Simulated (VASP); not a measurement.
# Ir (Im-3m) in VASP: settings compared, part 2 of 2

VASP 6.6.1.

## (3) Single point, PBE

This run uses another cell than the first one, of 15.06 Å³/atom, 0.926 times its volume.

File INCAR:

```
ALGO = Normal ; EDIFF = 1E-6
ENCUT = 520 ; GGA = PE
ISIF = 2 ; ISMEAR = -1
LASPH = T ; LCHARG = T
LELF = T ; LREAL = F
LVHAR = T ; LWAVE = F
NBANDS = 10 ; NELM = 80
PREC = Accurate ; SIGMA = 0.1
```

File KPOINTS:

```
k-points
0
Gamma
  23 23 23
```

File POSCAR:

```
Ir
1.0
   -1.5557685081      1.5557685081      1.5557685081
    1.5557685081     -1.5557685081      1.5557685081
    1.5557685081      1.5557685081     -1.5557685081
Ir
1
Direct
    0.0000000000      0.0000000000      0.0000000000
```

Potentials or basis: VASP PAW PBE potentials, release 64 (Ir).

Run with:

```bash
$ cat potpaw_PBE.64/Ir/POTCAR > POTCAR
$ mpirun -np 1 vasp_std > vasp.out
```

OUTCAR:

```text
EDIFF = 1E-6
   ENCUT = 520
   GGA = PE
   ISIF = 2
   ISMEAR = -1
   LASPH = T
   LREAL = F
   NELM = 80
   PREC = Accurate

 ion  position               nearest neighbor table
   1  0.000  0.000  0.000-

  LATTYP: Found a body centered cubic cell.
 ALAT       =     3.1115370162

  Lattice vectors:

 A1 = (  -1.5557685081,   1.5557685081,   1.5557685081)
 A2 = (   1.5557685081,  -1.5557685081,   1.5557685081)
 A3 = (   1.5557685081,   1.5557685081,  -1.5557685081)

Analysis of symmetry for initial positions (statically):
=====================================================================
 Subroutine PRICEL returns:
 Original cell was already a primitive cell.

 Routine SETGRP: Setting up the symmetry group for a
 body centered cubic supercell.

 Subroutine GETGRP returns: Found 48 space group operations
 (whereof 48 operations were pure point group operations)
 out of a pool of 48 trial point group operations.

The static configuration has the point symmetry O_h .

Analysis of symmetry for dynamics (positions and initial velocities):
[... 162 lines left out ...]

 k-point     1 :       0.0000    0.0000    0.0000
  band No.  band energies     occupation
      1      -1.0943      2.00000
      2       5.7347      2.00000
      3       5.7347      2.00000
      4       5.7347      2.00000
      5       8.6318      1.98723
      6       8.6318      1.98723
      7      26.0624      0.00000
      8      26.0624      0.00000
      9      26.0624      0.00000
     10      36.5365      0.00000
[... 287 lines left out ...]
 k-point    24 :       0.0870    0.0870    0.0000
  band No.  band energies     occupation
      1      -0.1370      2.00000
      2       5.4113      2.00000
      3       5.5356      2.00000
      4       6.6442      2.00000
      5       8.1526      1.99989
      6       8.7126      1.97157
      7      26.4385      0.00000
      8      26.8927      0.00000
      9      27.1702      0.00000
     10      31.8919      0.00000

 [... further k-points ...]

------------------------ aborting loop because EDIFF is reached ----------------------------------------

  FORCE on cell =-STRESS in cart. coord.  units (eV):
  Direction    XX          YY          ZZ          XY          YZ          ZX
  --------------------------------------------------------------------------------------
  -------------------------------------------------------------------------------------
  Total        0.0537453      0.0537453      0.0537453      0.0000000      0.0000000     -0.0000000
  in kB        5.7168430      5.7168430      5.7168430      0.0000000      0.0000000     -0.0000000
  external PRESSURE =       5.7168430 kB  Pullay stress =       0.0000000 kB

 VOLUME and BASIS-vectors are now :
 -----------------------------------------------------------------------------
  energy-cutoff  :      520.00
  volume of cell :       15.06
      direct lattice vectors                 reciprocal lattice vectors
    -1.555768508  1.555768508  1.555768508     0.000000000  0.321384575  0.321384575
     1.555768508 -1.555768508  1.555768508     0.321384575  0.000000000  0.321384575
     1.555768508  1.555768508 -1.555768508     0.321384575  0.321384575  0.000000000

 POSITION                                       TOTAL-FORCE (eV/Angst)
 -----------------------------------------------------------------------------------
      0.00000      0.00000      0.00000        -0.000000      0.000000      0.000000
 -----------------------------------------------------------------------------------
    total drift:                                0.000000     -0.000000      0.000000

  FREE ENERGIE OF THE ION-ELECTRON SYSTEM (eV)
  ---------------------------------------------------
  free  energy   TOTEN  =        -8.2558168502 eV

  energy  without entropy=       -8.1801561966  energy(sigma->0) =       -8.21798652
```

OSZICAR:

```text
N       E                     dE             d eps       ncg     rms          rms(c)
DAV:   1     0.475356235290E+02    0.47536E+02   -0.43193E+03  7328   0.812E+02
DAV:   2    -0.780853904787E+01   -0.55344E+02   -0.52946E+02  7444   0.193E+02
DAV:   3    -0.871587386241E+01   -0.90733E+00   -0.90104E+00  8488   0.301E+01
DAV:   4    -0.872411225478E+01   -0.82384E-02   -0.82365E-02  8282   0.267E+00
DAV:   5    -0.872428965839E+01   -0.17740E-03   -0.17740E-03  8422   0.383E-01    0.137E+01
DAV:   6    -0.832775987859E+01    0.39653E+00   -0.74920E-01  8126   0.103E+01    0.609E+00
DAV:   7    -0.826062194469E+01    0.67138E-01   -0.22952E-01  8382   0.519E+00    0.175E+00
DAV:   8    -0.825711801849E+01    0.35039E-02   -0.98169E-03  8044   0.141E+00    0.953E-01
DAV:   9    -0.825580868989E+01    0.13093E-02   -0.76360E-04  7986   0.403E-01    0.167E-02
DAV:  10    -0.825581527756E+01   -0.65877E-05   -0.43824E-06  8456   0.177E-02    0.809E-03
DAV:  11    -0.825581691299E+01   -0.16354E-05   -0.60493E-07  5944   0.872E-03    0.217E-04
DAV:  12    -0.825581685024E+01    0.62754E-07   -0.22679E-08  4064   0.176E-03
   1 F= -.82558169E+01 E0= -.82179865E+01  d E =-.756607E-01
```

stdout:

```text
POSCAR found type information on POSCAR Ir
 POSCAR found :  1 types and       1 ions
 scaLAPACK will be used
 LDA part: xc-table for (Slater+PW92), standard interpolation
 POSCAR, INCAR and KPOINTS ok, starting setup
 FFT: planning ... GRIDC
 FFT: planning ... GRID_SOFT
 FFT: planning ... GRID
 WAVECAR not read
 entering main loop
```

It took 15 s on 1 thread of Intel Xeon 6975P-C (Granite Rapids), shared host; peak memory 0.17 GiB.

Results:

```
Free energy : -8.2558 eV
Pressure    : 0.6 GPa
```

Caveat: spin-orbit coupling is left out, which moves the levels of the heavy elements.

## (4) Single point, PBE, non-collinear spin, zero start, spin-orbit coupling

This run uses another cell than the first one, of 15.06 Å³/atom, 0.926 times its volume.

File INCAR:

```
SYSTEM = Ir
  PREC = Accurate
  ENCUT = 520
  EDIFF = 1E-6
  ISMEAR = -1
  SIGMA = 0.1
  LREAL = .False.
  LASPH = .True.
  NELM = 150
  ALGO = Normal
  ISIF = 2
  LWAVE = .False.
  LCHARG = .False.
  LNONCOLLINEAR = .True.
  MAGMOM = 0 0 0
  LORBIT = 11
  LSORBIT = .True.
  GGA_COMPAT = .False.
  LORBMOM = .True.
  LMAXMIX = 4
  GGA = PE
  NBANDS = 20
```

File KPOINTS:

```
regular mesh
0
Gamma
  14 14 14
  0 0 0
```

POSCAR is that of step 3.

Run with:

```bash
$ cat potpaw_PBE.64/Ir/POTCAR > POTCAR
$ mpirun -np 1 vasp_ncl > vasp.out
```

Run time: 24 s. Hardware: 1 thread of Intel Xeon 6975P-C (Granite Rapids), shared host; peak memory 0.19 GiB.

Results (log left out):

| Quantity | Value |
| --- | --- |
| Free energy | -8.6925 eV |
| Pressure | 1.9 GPa |
| Net moment | 0.00 μB per cell |
| Valence electrons inside the program's atomic spheres | Ir 8.22 |

Moments on the atoms (μB; x, y, z):
```
Ir  0.00 0.00 0.00
```

## (5) Single point, HSE06

This run uses another cell than the first one, of 15.06 Å³/atom, 0.926 times its volume.

POSCAR is that of step 4.

File INCAR.step1:

```
  PREC = Accurate
  ENCUT = 520
  EDIFF = 1E-5
  ISMEAR = -1
  SIGMA = 0.1
  LREAL = False
  LASPH = True
  NELM = 100
  ALGO = Normal
  ISIF = 2
  LWAVE = True
  NBANDS = 10
  GGA = PE
```

File INCAR.step2:

```
  PREC = Accurate
  ENCUT = 520
  EDIFF = 1E-6
  ISMEAR = -1
  SIGMA = 0.1
  LREAL = False
  LASPH = True
  NELM = 100
  ALGO = Normal
  ISIF = 2
  LWAVE = False
  LCHARG = True
  GGA = PE
  LHFCALC = True
  HFSCREEN = 0.2079
  PRECFOCK = Normal
  LELF = True
  LVHAR = True
  NBANDS = 10
  ISTART = 1
```

File KPOINTS:

```
regular mesh
0
Gamma
  7 7 7
```

Potentials or basis: VASP PAW PBE potentials, release 64 (Ir).

Run with:

```bash
$ cat potpaw_PBE.64/Ir/POTCAR > POTCAR
$ cp INCAR.step1 INCAR
$ mpirun -np 1 vasp_std > vasp.out
$ cp INCAR.step2 INCAR
$ mpirun -np 1 vasp_std > vasp.out
```

OUTCAR:

```text
PREC = Accurate
   ENCUT = 520
   EDIFF = 1E-6
   ISMEAR = -1
   LREAL = False
   LASPH = True
   NELM = 100
   ISIF = 2
   GGA = PE
   LHFCALC = True
   HFSCREEN = 0.2079
   PRECFOCK = Normal
   ISTART = 1

 ion  position               nearest neighbor table
   1  0.000  0.000  0.000-

  LATTYP: Found a body centered cubic cell.
 ALAT       =     3.1115370162

  Lattice vectors:

[... 438 lines left out ...]
      5      10.1340      0.00000
      6      15.4736      0.00000
      7      18.9173      0.00000
      8      18.9173      0.00000
      9      25.9378      0.00000
     10      30.2607      0.00000

------------------------ aborting loop because EDIFF is reached ----------------------------------------

  FORCE on cell =-STRESS in cart. coord.  units (eV):
  Direction    XX          YY          ZZ          XY          YZ          ZX
  --------------------------------------------------------------------------------------
  -------------------------------------------------------------------------------------
  Total       -1.1023618     -1.1023618     -1.1023618     -0.0000000     -0.0000000      0.0000000
  in kB     -117.2572776   -117.2572776   -117.2572776     -0.0000000     -0.0000000      0.0000000
  external PRESSURE =    -117.2572776 kB  Pullay stress =       0.0000000 kB

 VOLUME and BASIS-vectors are now :
 -----------------------------------------------------------------------------
  energy-cutoff  :      520.00
  volume of cell :       15.06
      direct lattice vectors                 reciprocal lattice vectors
    -1.555768508  1.555768508  1.555768508     0.000000000  0.321384575  0.321384575
     1.555768508 -1.555768508  1.555768508     0.321384575  0.000000000  0.321384575
     1.555768508  1.555768508 -1.555768508     0.321384575  0.321384575  0.000000000

 POSITION                                       TOTAL-FORCE (eV/Angst)
 -----------------------------------------------------------------------------------
      0.00000      0.00000      0.00000         0.000000      0.000000      0.000000
 -----------------------------------------------------------------------------------
    total drift:                                0.000001     -0.000012     -0.000002

  FREE ENERGIE OF THE ION-ELECTRON SYSTEM (eV)
  ---------------------------------------------------
  free  energy   TOTEN  =        -9.5255668963 eV

  energy  without entropy=       -9.4708155667  energy(sigma->0) =       -9.49819123
```

OSZICAR.step1:

```text
N       E                     dE             d eps       ncg     rms          rms(c)
DAV:   1     0.474436181326E+02    0.47444E+02   -0.42054E+03   400   0.792E+02
DAV:   2    -0.783412135596E+01   -0.55278E+02   -0.53373E+02   412   0.201E+02
DAV:   3    -0.878405850401E+01   -0.94994E+00   -0.93947E+00   446   0.306E+01
DAV:   4    -0.879435264509E+01   -0.10294E-01   -0.10289E-01   452   0.303E+00
DAV:   5    -0.879455624110E+01   -0.20360E-03   -0.20359E-03   470   0.429E-01    0.136E+01
DAV:   6    -0.839175751988E+01    0.40280E+00   -0.74787E-01   442   0.104E+01    0.597E+00
DAV:   7    -0.832161102867E+01    0.70146E-01   -0.23458E-01   458   0.534E+00    0.168E+00
DAV:   8    -0.831727057617E+01    0.43405E-02   -0.69829E-03   440   0.117E+00    0.645E-01
DAV:   9    -0.831669298102E+01    0.57760E-03   -0.22514E-04   444   0.198E-01    0.164E-02
DAV:  10    -0.831670002175E+01   -0.70407E-05   -0.31832E-06   268   0.168E-02
   1 F= -.83167000E+01 E0= -.82804982E+01  d E =-.724036E-01
```

Wall time 20 min (1 thread of AMD EPYC 7R13, shared host); peak memory 0.21 GiB.

What came out:

```yaml
Free_energy: -9.5256 eV
Pressure: -11.7 GPa
```

Caveat: the k points lie up to 0.41 Å⁻¹ apart; the PAW data sets were made with another functional, which shifts forces and pressure a little; spin-orbit coupling is left out, which moves the levels of the heavy elements.

## (6) Summary

| level | spin | cell | k mesh | grid for exact exchange (PRECFOCK) | screening parameter | gap on the mesh (eV) | pressure (GPa) |
| --- | --- | --- | --- | --- | --- | --- | --- |
| PBE | off | a = 2.765 Å, angles 109.5°, 1 atom | 16 × 16 × 16 | - | - | none | -19.0 |
| PBE | off | a = 2.695 Å, angles 109.5°, 1 atom | 23 × 23 × 23 | - | - | none | 0.6 |
| PBE | non-collinear, zero start, SOC | a = 2.695 Å, angles 109.5°, 1 atom | 14 × 14 × 14 | - | - | - | 1.9 |
| HSE06 | off | a = 2.695 Å, angles 109.5°, 1 atom | 7 × 7 × 7 | Normal | 0.2079 1/Å | none | -11.7 |

Alike in all rows: task single point; potentials or basis VASP PAW PBE potentials, release 64 (Ir); cutoff (eV) 520; smearing fermi-dirac 0.1 eV.

Caveats: some runs use coarse meshes; spin-orbit coupling is left out, which moves the levels of the heavy elements (some runs); the PAW data sets were made with another functional, which shifts forces and pressure a little (some runs).

Total energies depend on the potentials used, so only differences within one code and one set of settings carry meaning.
